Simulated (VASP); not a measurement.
Runs of VASP 6.6.1 on Bi. The structure is that of space group Im-3m (No. 229), or close to it. The cells are those of the table. 

```tsv
task	cell	k mesh	cutoff (eV)	smearing	k mesh for the DOS	occupations for the DOS	gap on the mesh (eV)	pressure (GPa)
relaxation of cell and atoms	relaxed to 20.2 GPa from a = 3.432 Å, angles 109.5°, 1 atom	8 × 8 × 8	600	gaussian 0.1 eV	-	-	none	20.2
relaxation of cell and atoms	relaxed to 10.1 GPa from a = 3.432 Å, angles 109.5°, 1 atom	8 × 8 × 8	600	gaussian 0.1 eV	-	-	none	9.9
relaxation of cell and atoms	relaxed to 20.2 GPa from a = 3.167 Å, angles 109.5°, 1 atom	8 × 8 × 8	600	gaussian 0.1 eV	-	-	none	20.2
single point	a = 3.252 Å, angles 109.5°, 1 atom	16 × 16 × 16	520	fermi-dirac 0.1 eV	-	-	none	10.1
single point	a = 3.167 Å, angles 109.5°, 1 atom	8 × 8 × 8	520	gaussian 0.1 eV	-	-	none	20.1
relaxation of cell and atoms	relaxed to 10.1 GPa from a = 3.252 Å, angles 109.5°, 1 atom	8 × 8 × 8	600	gaussian 0.1 eV	-	-	none	10.1
single point	a = 3.252 Å, angles 109.5°, 1 atom	8 × 8 × 8	520	gaussian 0.1 eV	-	-	none	(a)
```

Alike in all rows: level PBEsol; potentials or basis VASP PAW PBE potentials, release 64 (Bi_d); no spin polarisation.

**Question.** Fill in the values left out.

**Answer.** (a) 10.0.

Caveats: the PAW data sets were made with another functional, which shifts forces and pressure a little; spin-orbit coupling is left out, which moves the levels of the heavy elements; the cell is relaxed towards a set pressure, so the enthalpy falls and the energy may rise (some runs); the relaxation stopped at its first step, so nothing moved (some runs).

A k mesh can miss the band edges, and the runs leave out spin-orbit coupling on Bi.

A gap of «none» marks levels without a gap at the run's occupations.
